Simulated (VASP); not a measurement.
# Ni in VASP: notebook

The runs below take Ni through single point, with PBE.

All numbers are computed with VASP 6.6.1; they aren't measurements. Logs are shortened: lines on timing, memory, paths and dates and some standing lists are left out, and cuts for length are marked.

## 1. The cell of the first run

The cell holds a sheet with vacuum, 1 atom: a = 2.359 Å, b = 2.359 Å, c = 14.000 Å, α = 90.00°, β = 90.00°, γ = 120.00°.

## 2. Single point, PBE, collinear spin, ferromagnetic start

The input, INCAR:

```
SYSTEM = Ni
  PREC = Accurate
  ENCUT = 520
  EDIFF = 1E-6
  ISMEAR = 0
  SIGMA = 0.1
  LREAL = .False.
  LASPH = .True.
  NELM = 150
  ALGO = Normal
  ISIF = 2
  LWAVE = .False.
  LCHARG = .True.
  ISPIN = 2
  MAGMOM = 2
  LORBIT = 11
  LMAXMIX = 4
  LDIPOL = .True.
  IDIPOL = 3
  DIPOL = 0.5 0.5 0.500
  GGA = PE
  LELF = .True.
  LVHAR = .True.
  LVACPOTAV = .True.
  NBANDS = 15
```

The input, KPOINTS:

```
regular mesh
0
Gamma
  12 12 1
  0 0 0
```

The input, POSCAR:

```
Ni
1.0
    2.3585070000      0.0000000000      0.0000000000
   -1.1792540000      2.0425270000      0.0000000000
    0.0000000000      0.0000000000     14.0000000000
Ni
1
Direct
    0.0000000000      0.0000000000      0.5000000000
```

Potentials or basis: VASP PAW PBE potentials, release 64 (Ni).

The run is started by

```sh
$ cat potpaw_PBE.64/Ni/POTCAR > POTCAR
$ mpirun -np 1 vasp_std > vasp.out
```

OUTCAR:

```text
SYSTEM = Ni
   PREC = Accurate
   ENCUT = 520
   EDIFF = 1E-6
   ISMEAR = 0
   LREAL = .False.
   LASPH = .True.
   NELM = 150
   ISIF = 2
   ISPIN = 2
   LORBIT = 11
   GGA = PE

 ion  position               nearest neighbor table
   1  0.000  0.000  0.500-

  LATTYP: Found a hexagonal cell.
 ALAT       =     2.3585070000
 C/A-ratio  =     5.9359586382

  Lattice vectors:

 A1 = (   2.3585070000,   0.0000000000,   0.0000000000)
 A2 = (  -1.1792540000,   2.0425270000,   0.0000000000)
 A3 = (   0.0000000000,   0.0000000000,  14.0000000000)

Analysis of symmetry for initial positions (statically):
=====================================================================
 Subroutine PRICEL returns:
 Original cell was already a primitive cell.

 Routine SETGRP: Setting up the symmetry group for a
 hexagonal supercell.

 Subroutine GETGRP returns: Found 24 space group operations
 (whereof 24 operations were pure point group operations)
 out of a pool of 24 trial point group operations.

The static configuration has the point symmetry D_6h.

Analysis of symmetry for dynamics (positions and initial velocities):
=====================================================================
 Subroutine PRICEL returns:
 Original cell was already a primitive cell.

 Routine SETGRP: Setting up the symmetry group for a
 hexagonal supercell.

 Subroutine GETGRP returns: Found 24 space group operations
 (whereof 24 operations were pure point group operations)
 out of a pool of 24 trial point group operations.

The dynamic configuration has the point symmetry D_6h.

Analysis of structural, dynamic, and magnetic symmetry:
=====================================================================
 Subroutine PRICEL returns:
 Original cell was already a primitive cell.

 Routine SETGRP: Setting up the symmetry group for a
 hexagonal supercell.

 Subroutine GETGRP returns: Found 24 space group operations
 (whereof 24 operations were pure point group operations)
 out of a pool of 24 trial point group operations.

The overall configuration has the point symmetry D_6h.

 Subroutine INISYM returns: Found 24 space group operations
 (whereof 24 operations are pure point group operations),
 and found     1 'primitive' translations

----------------------------------------------------------------------------------------

                                     Primitive cell

  volume of cell :      67.4424

  direct lattice vectors                    reciprocal lattice vectors
     2.358507000  0.000000000  0.000000000     0.423997046  0.244794909  0.000000000
    -1.179254000  2.042527000  0.000000000     0.000000000  0.489589611  0.000000000
     0.000000000  0.000000000 14.000000000     0.000000000  0.000000000  0.071428571

[... 127 lines left out ...]

 E-fermi :  -3.0419     XC(G=0):  -3.3211

 val. band max:       -3.0972267280   @ k =   0.4167   0.0833   0.0000
 cond. band min:      -3.0326917797   @ k =   0.3333   0.0833   0.0000
 fundamental gap:      0.0645349483
 Fermi energy:        -3.0419010926

 spin component 1

 k-point     1 :       0.0000    0.0000    0.0000
  band No.  band energies     occupation
      1      -9.1241      1.00000
      2      -5.3206      1.00000
      3      -5.3206      1.00000
      4      -4.9754      1.00000
      5      -3.8562      1.00000
      6      -3.8562      1.00000
      7      -2.1928      0.00000
      8       2.0184      0.00000
      9       3.0071      0.00000
     10       3.5716      0.00000
     11       6.3940      0.00000
     12       7.1275      0.00000
     13      11.5500      0.00000
     14      12.3493      0.00000
[... 310 lines left out ...]
      1      -5.6576      1.00000
      2      -5.6576      1.00000
      3      -5.2623      1.00000
      4      -5.2623      1.00000
      5      -3.8271      1.00000
      6       4.8213      0.00000
      7       4.8213      0.00000
      8       7.1541      0.00000
      9       9.6269      0.00000
     10      11.3685      0.00000
     11      11.3686      0.00000
     12      13.7209      0.00000
     13      13.7211      0.00000
     14      14.1414      0.00000
     15      15.0570      0.00000
 Fermi energy:        -3.0419010926

 spin component 2

 k-point     1 :       0.0000    0.0000    0.0000
  band No.  band energies     occupation
      1      -9.0670      1.00000
      2      -4.5920      1.00000
      3      -4.4290      1.00000
      4      -4.4290      1.00000
      5      -2.6002      0.00000
      6      -2.6002      0.00000
      7      -2.2988      0.00000
      8       1.9541      0.00000
      9       2.9092      0.00000
     10       3.5507      0.00000
     11       6.3347      0.00000
     12       7.0792      0.00000
     13      11.4961      0.00000
     14      12.2831      0.00000
[... 311 lines left out ...]
      2      -4.9355      1.00000
      3      -4.1802      1.00000
      4      -4.1802      1.00000
      5      -3.2817      0.99965
      6       5.0403      0.00000
      7       5.0403      0.00000
      8       7.3057      0.00000
      9       9.6006      0.00000
     10      11.3406      0.00000
     11      11.3406      0.00000
     12      13.6332      0.00000
     13      13.6334      0.00000
     14      14.0767      0.00000
     15      14.9713      0.00000

------------------------ aborting loop because EDIFF is reached ----------------------------------------

  FORCE on cell =-STRESS in cart. coord.  units (eV):
  Direction    XX          YY          ZZ          XY          YZ          ZX
  --------------------------------------------------------------------------------------
  -------------------------------------------------------------------------------------
  Total       -0.0942927     -0.0942927     -0.0017115      0.0000000      0.0000000      0.0000000
  in kB       -2.2400392     -2.2400392     -0.0406597      0.0000005      0.0000000      0.0000000
  external PRESSURE =      -1.5069127 kB  Pullay stress =       0.0000000 kB

 VOLUME and BASIS-vectors are now :
 -----------------------------------------------------------------------------
  energy-cutoff  :      520.00
  volume of cell :       67.44
      direct lattice vectors                 reciprocal lattice vectors
     2.358507000  0.000000000  0.000000000     0.423997046  0.244794909  0.000000000
    -1.179254000  2.042527000  0.000000000     0.000000000  0.489589611  0.000000000
     0.000000000  0.000000000 14.000000000     0.000000000  0.000000000  0.071428571

 POSITION                                       TOTAL-FORCE (eV/Angst)
 -----------------------------------------------------------------------------------
      0.00000      0.00000      7.00000         0.000000      0.000000      0.000000
 -----------------------------------------------------------------------------------
    total drift:                               -0.000000      0.000000      0.000000

  FREE ENERGIE OF THE ION-ELECTRON SYSTEM (eV)
  ---------------------------------------------------
  free  energy   TOTEN  =        -4.3166610341 eV

  energy  without entropy=       -4.3090637862  energy(sigma->0) =       -4.31286241

 vacuum level on the upper side and lower side of the slab         2.445         2.445

 total charge

# of ion       s       p       d       tot
------------------------------------------
    1        0.557   0.351   8.276   9.184

 magnetization (x)

# of ion       s       p       d       tot
------------------------------------------
    1       -0.008  -0.023   0.916   0.884
```

stdout:

```text
POSCAR found type information on POSCAR Ni
 POSCAR found :  1 types and       1 ions
 scaLAPACK will be used
 LDA part: xc-table for (Slater+PW92), standard interpolation
 POSCAR, INCAR and KPOINTS ok, starting setup
 FFT: planning ... GRIDC
 FFT: planning ... GRID_SOFT
 FFT: planning ... GRID
 WAVECAR not read
 entering main loop
 -----------------------------------------------------------------------------
|                                                                             |
|           W    W    AA    RRRRR   N    N  II  N    N   GGGG   !!!           |
|           W    W   A  A   R    R  NN   N  II  NN   N  G    G  !!!           |
|           W    W  A    A  R    R  N N  N  II  N N  N  G       !!!           |
|           W WW W  AAAAAA  RRRRR   N  N N  II  N  N N  G  GGG   !            |
|           WW  WW  A    A  R   R   N   NN  II  N   NN  G    G                |
|           W    W  A    A  R    R  N    N  II  N    N   GGGG   !!!           |
|                                                                             |
|     Did not find any points to average over, which means that no vacuum     |
|     field-free region was found. Please increase the size of  your cell     |
|     in the dimension of the dipole correction to obtain accurate            |
|     workfunction values.                                                    |
|                                                                             |
 -----------------------------------------------------------------------------
```

Run time: 38 s. Hardware: 1 thread of AMD EPYC 9R45 (Zen 5), shared host; peak memory 0.18 GiB.

What came out:

```
Free energy                                           : -4.3167 eV
Net moment                                            : 0.85 μB per cell
Site moments                                          : Ni +0.88 μB
Valence electrons inside the program's atomic spheres : Ni 9.18
```

Levels at points of the mesh, in eV from the Fermi level:
Spin up:
| k point | band 3 | band 4 | band 5 | band 6 | band 7 | band 8 |
| --- | --- | --- | --- | --- | --- | --- |
| (0.00, 0.00, 0.00) | -2.28 | -1.93 | -0.81 | -0.81 | 0.85 | 5.06 |
| (0.50, 0.00, 0.00) | -1.17 | -0.82 | -0.27 | 2.64 | 7.58 | 9.70 |
Spin down:
| k point | band 1 | band 2 | band 3 | band 4 | band 5 | band 6 | band 7 | band 8 | band 9 | band 10 |
| --- | --- | --- | --- | --- | --- | --- | --- | --- | --- | --- |
| (0.00, 0.00, 0.00) | -6.03 | -1.55 | -1.39 | -1.39 | 0.44 | 0.44 | 0.74 | 5.00 | 5.95 | 6.59 |
| (0.50, 0.00, 0.00) | -3.56 | -1.96 | -0.28 | 0.05 | 0.73 | 2.61 | 7.86 | 9.63 | 11.92 | 13.56 |

## 3. Single point, PBE, collinear spin, ferromagnetic start

This run uses another cell than the first one, of 113.97 Å³/atom, 1.690 times its volume.

The input, INCAR:

```
SYSTEM = Ni
ALGO = Normal
DIPOL = 0.5 0.5 0.294
EDIFF = 1E-6
ENCUT = 520
GGA = PE
IDIPOL = 3
ISIF = 2
ISMEAR = 0
ISPIN = 2
LASPH = .TRUE.
LCHARG = .FALSE.
LDIPOL = .TRUE.
LMAXMIX = 4
LORBIT = 11
LREAL = .FALSE.
LWAVE = .FALSE.
MAGMOM = 2
NBANDS = 15
NELM = 150
PREC = Accurate
SIGMA = 0.1
```

The input, KPOINTS:

```
k-points
0
G
  12 12 1
  0 0 0
```

The input, POSCAR:

```
Ni
1.0
    2.3514630703      0.0000002878      0.0000000000
   -1.1757317844      2.0364266111      0.0000000000
    0.0000000000      0.0000000000     23.8000000000
Ni
1
Direct
    0.0000000000      0.0000000000      0.2941176471
```

Potentials or basis: VASP PAW PBE potentials, release 64 (Ni).

The run is started by

```sh
$ cat potpaw_PBE.64/Ni/POTCAR > POTCAR
$ mpirun -np 1 vasp_std > vasp.out
```

OUTCAR:

```text
SYSTEM = Ni
   EDIFF = 1E-6
   ENCUT = 520
   GGA = PE
   ISIF = 2
   ISMEAR = 0
   ISPIN = 2
   LASPH = .TRUE.
   LORBIT = 11
   LREAL = .FALSE.
   NELM = 150
   PREC = Accurate

 ion  position               nearest neighbor table
   1  0.000  0.000  0.294-

  LATTYP: Found a hexagonal cell.
 ALAT       =     2.3514630703
 C/A-ratio  =    10.1213581878

  Lattice vectors:

 A1 = (   2.3514630703,   0.0000002878,   0.0000000000)
 A2 = (  -1.1757317844,   2.0364266111,   0.0000000000)
 A3 = (   0.0000000000,   0.0000000000,  23.8000000000)

Analysis of symmetry for initial positions (statically):
=====================================================================
 Subroutine PRICEL returns:
 Original cell was already a primitive cell.

 Routine SETGRP: Setting up the symmetry group for a
 hexagonal supercell.

 Subroutine GETGRP returns: Found 24 space group operations
 (whereof 12 operations were pure point group operations)
 out of a pool of 24 trial point group operations.

[... 859 lines left out ...]
      4      -5.2031      1.00000
      5      -4.2887      0.99966
      6       4.0937      0.00000
      7       4.0937      0.00000
      8       6.3884      0.00000
      9       8.6613      0.00000
     10      10.3964      0.00000
     11      10.3964      0.00000
     12      12.7357      0.00000
     13      12.7358      0.00000
     14      13.2081      0.00000
     15      13.5727      0.00000

------------------------ aborting loop because EDIFF is reached ----------------------------------------

 vacuum level on the upper side and lower side of the slab       (xc-potential included)        -0.181        -0.196

  FORCE on cell =-STRESS in cart. coord.  units (eV):
  Direction    XX          YY          ZZ          XY          YZ          ZX
  --------------------------------------------------------------------------------------
  -------------------------------------------------------------------------------------
  Total        0.0282988      0.0282988     -0.0009748     -0.0000000     -0.0000000      0.0000000
  in kB        0.3978267      0.3978267     -0.0137032     -0.0000000     -0.0000000      0.0000000
  external PRESSURE =       0.2606501 kB  Pullay stress =       0.0000000 kB

 VOLUME and BASIS-vectors are now :
 -----------------------------------------------------------------------------
  energy-cutoff  :      520.00
  volume of cell :      113.97
      direct lattice vectors                 reciprocal lattice vectors
     2.351463070  0.000000288  0.000000000     0.425267121  0.245528156  0.000000000
    -1.175731784  2.036426611  0.000000000    -0.000000060  0.491056208  0.000000000
     0.000000000  0.000000000 23.800000000     0.000000000  0.000000000  0.042016807

 POSITION                                       TOTAL-FORCE (eV/Angst)
 -----------------------------------------------------------------------------------
      0.00000      0.00000      7.00000         0.000000      0.000000      0.000000
 -----------------------------------------------------------------------------------
    total drift:                                0.000000      0.000000     -0.000099

  FREE ENERGIE OF THE ION-ELECTRON SYSTEM (eV)
  ---------------------------------------------------
  free  energy   TOTEN  =        -4.3168440156 eV

  energy  without entropy=       -4.3094288359  energy(sigma->0) =       -4.31313643

 vacuum level on the upper side and lower side of the slab         1.278         1.274

 total charge

# of ion       s       p       d       tot
------------------------------------------
    1        0.561   0.357   8.278   9.195

 magnetization (x)

# of ion       s       p       d       tot
------------------------------------------
    1       -0.008  -0.023   0.915   0.884
```

OSZICAR:

```text
N       E                     dE             d eps       ncg     rms          rms(c)
DAV:   1     0.464897129706E+02    0.46490E+02   -0.37396E+03  1140   0.513E+02
DAV:   2    -0.339028071317E+01   -0.49880E+02   -0.45445E+02  1303   0.122E+02
[... 35 lines left out ...]
DAV:  38    -0.431679842008E+01    0.42299E-06   -0.44635E-05  1280   0.682E-02    0.207E-02
DAV:  39    -0.431683817352E+01   -0.39753E-04   -0.10890E-05  1231   0.348E-02    0.329E-03
DAV:  40    -0.431682485247E+01    0.13321E-04   -0.56002E-06  1273   0.247E-02    0.137E-02
DAV:  41    -0.431683593274E+01   -0.11080E-04   -0.89543E-06  1231   0.318E-02    0.548E-03
DAV:  42    -0.431684362405E+01   -0.76913E-05   -0.11397E-06  1224   0.114E-02    0.131E-03
DAV:  43    -0.431684401563E+01   -0.39158E-06   -0.10678E-07  1216   0.275E-03
   1 F= -.43168440E+01 E0= -.43131364E+01  d E =-.741518E-02  mag=     0.8472
```

stdout:

```text
POSCAR found type information on POSCAR Ni
 POSCAR found :  1 types and       1 ions
 scaLAPACK will be used
 LDA part: xc-table for (Slater+PW92), standard interpolation
 POSCAR, INCAR and KPOINTS ok, starting setup
 FFT: planning ... GRIDC
 FFT: planning ... GRID_SOFT
 FFT: planning ... GRID
 WAVECAR not read
 entering main loop
```

It took 98 s on 1 thread of AMD EPYC 9R45 (Zen 5), shared host; peak memory 0.26 GiB.

What came out:

```
Free energy                                           : -4.3168 eV
Net moment                                            : 0.85 μB per cell
Site moments                                          : Ni +0.88 μB
Valence electrons inside the program's atomic spheres : Ni 9.20
```

## 4. Single point, PBE, collinear spin, ferromagnetic start

This run uses another cell than the first one, of 113.91 Å³/atom, 1.689 times its volume.

The input, INCAR:

```
  PREC = Accurate
  ENCUT = 520
  EDIFF = 1E-6
  ISMEAR = 0
  SIGMA = 0.1
  LREAL = F
  LASPH = T
  NELM = 150
  ALGO = Normal
  ISIF = 2
  LWAVE = F
  LCHARG = F
  ISPIN = 2
  MAGMOM = 1.01
  LORBIT = 11
  LMAXMIX = 4
  LDIPOL = T
  IDIPOL = 3
  DIPOL = 0.5 0.5 0.294
  GGA = PE
  NBANDS = 15
```

The input, KPOINTS:

```
Automatic mesh
0
Gamma
  24 24 1
```

The input, POSCAR:

```
Ni
1.0
    2.3508347837      0.0000002877      0.0000000000
   -1.1754176411      2.0358824990      0.0000000000
    0.0000000000      0.0000000000     23.8000000000
Ni
1
Direct
    0.0000000000      0.0000000000      0.2941176471
```

The run is started by

```sh
$ cat potpaw_PBE.64/Ni/POTCAR > POTCAR
$ mpirun -np 1 vasp_std > vasp.out
```

Wall time 3.1 min (1 thread of AMD EPYC 9R45 (Zen 5), shared host); peak memory 0.33 GiB.

The run converged. Its results:

| Item | Value |
| --- | --- |
| Free energy | -4.3042 eV |
| Net moment | 0.76 μB per cell |
| Site moments | Ni +0.80 μB |
| Valence electrons inside the program's atomic spheres | Ni 9.20 |

Levels at points of the mesh, in eV from the Fermi level:
Spin up:
```
           k point  band 2  band 3  band 4  band 5  band 6  band 7  band 8  band 9
(0.00, 0.00, 0.00)   -2.18   -2.18   -1.92   -0.76   -0.76    0.81    5.08    5.52
(0.50, 0.00, 0.00)   -2.93   -1.12   -0.77   -0.14    2.67    7.68    9.72   11.94
```
Spin down:
```
           k point  band 2  band 3  band 4  band 5  band 6  band 7  band 8  band 9
(0.00, 0.00, 0.00)   -1.59   -1.42   -1.42    0.45    0.45    0.70    5.01    5.46
(0.50, 0.00, 0.00)   -1.99   -0.30    0.05    0.73    2.62    7.92    9.65   11.94
```

## 5. Summary

```csv
cell,k mesh,gap on the mesh (eV),moment (μB)
"a = 2.359, b = 2.359, c = 14.000 Å, angles 90.0, 90.0, 120.0°, 1 atom",12 × 12 × 1,none,0.85
"a = 2.351, b = 2.351, c = 23.800 Å, angles 90.0, 90.0, 120.0°, 1 atom",12 × 12 × 1,none,0.85
"a = 2.351, b = 2.351, c = 23.800 Å, angles 90.0, 90.0, 120.0°, 1 atom",24 × 24 × 1,none,0.76
```

Alike in all rows: task single point; level PBE; potentials or basis VASP PAW PBE potentials, release 64 (Ni); spin collinear, ferromagnetic start; cutoff (eV) 520; smearing gaussian 0.1 eV.

Total energies depend on the potentials used, so only differences within one code and one set of settings carry meaning.
